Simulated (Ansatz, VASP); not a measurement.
Two plane-wave programs on TiPt3

The input INCAR:

```
SYSTEM = TiPt3
PREC = Accurate
ENCUT = 520
EDIFF = 1E-6
ISMEAR = -1
SIGMA = 0.05
LREAL = .FALSE.
LASPH = .TRUE.
NELM = 100
ALGO = Normal
ISIF = 2
LWAVE = .FALSE.
LCHARG = .FALSE.
GGA = PE
NBANDS = 29
```

Contents of KPOINTS:

```
regular mesh
0
G
  7 7 7
  0 0 0
```

The input POSCAR:

```
TiPt3
1.0
    3.9482821967      0.0000000000      0.0000000000
    0.0000000000      3.9482821967      0.0000000000
    0.0000000000      0.0000000000      3.9482821967
Pt Ti
3 1
Direct
    0.5000000000      0.5000000000      0.0000000000
    0.5000000000      0.0000000000      0.5000000000
    0.0000000000      0.5000000000      0.5000000000
    0.0000000000      0.0000000000      0.0000000000
```

The input input.yaml:

```yaml
crystal:
  lattice:
    - [3.9482821967, 0.0, 0.0]
    - [0.0, 3.9482821967, 0.0]
    - [0.0, 0.0, 3.9482821967]
  atoms:
    - { symbol: Pt, position: [0.5, 0.5, 0.0] }
    - { symbol: Pt, position: [0.5, 0.0, 0.5] }
    - { symbol: Pt, position: [0.0, 0.5, 0.5] }
    - { symbol: Ti, position: [0.0, 0.0, 0.0] }
hamiltonian:
  xc: pbe
  pseudopotentials: { kind: paw }
kpoints:
  mp_grid: { grid: [7, 7, 7] }
scf:
  occupations: { method: fermi_dirac, width: 0.05 }
output:
  forces: true
  stress: true
  eigenvalues: true
```

Alike in both runs: task single point; functional PBE; k mesh 7 × 7 × 7; occupations fermi-dirac, width 0.05 eV; no spin polarisation.

|  | VASP | Ansatz |
| --- | --- | --- |
| version | VASP 6.6.1 | Ansatz 0.2.0 |
| potentials or method | VASP PAW PBE potentials, release 64 (Pt, Ti_sv) | Ansatz PAW |
| plane-wave cutoff (eV) | 520 | 420 |
| valence electrons in the cell | 42 | 66 |

VASP gave:

- gap on the k mesh at the Fermi level (eV): none
- pressure (GPa): -0.5

Task: Estimate Ansatz's values.

Result: gap on the k mesh at the Fermi level (eV): none; pressure (GPa): -0.1.

A gap of «none» marks a metal or a gap that the smearing closes. VASP's potentials hold 42 valence electrons a cell and Ansatz's 66, so a difference there can come from the potentials and not from the codes.

Spin-orbit coupling is off throughout.
